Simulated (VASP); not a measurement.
A run of VASP 6.6.1:

File INCAR:

```
SYSTEM = AlP
PREC = Accurate
ENCUT = 500
EDIFF = 1E-7
ISMEAR = 0
SIGMA = 0.02
LREAL = .FALSE.
LASPH = .TRUE.
NELM = 120
ALGO = Normal
ISIF = 3
LWAVE = .FALSE.
LCHARG = .FALSE.
GGA = PE
IVDW = 13
IBRION = 2
NSW = 100
EDIFFG = -0.002
GGA_COMPAT = .FALSE.
NELMIN = 4
```

File KPOINTS:

```
Automatic mesh
0
G
  8 8 8
  0 0 0
```

The input POSCAR:

```
AlP
1.0
    0.0000000000      2.7350000000      2.7350000000
    2.7350000000      0.0000000000      2.7350000000
    2.7350000000      2.7350000000      0.0000000000
Al P
1 1
Direct
    0.0000000000      0.0000000000      0.0000000000
    0.2500000000      0.2500000000      0.2500000000
```

Potentials or basis: VASP PAW PBE potentials, release 64 (Al, P).

Launch:

```console
$ cat potpaw_PBE.64/Al/POTCAR potpaw_PBE.64/P/POTCAR > POTCAR
$ mpirun -np 1 vasp_std > vasp.out
```

Hardware: 1 thread of AMD EPYC 7R13 (shared host).

Task: How long does it take, and how much memory?

Result: Wall time 41 s on 1 thread of AMD EPYC 7R13, on a shared host, peak memory 0.12 GiB. Counts: scf iterations 29, k points 29, ion steps 3.
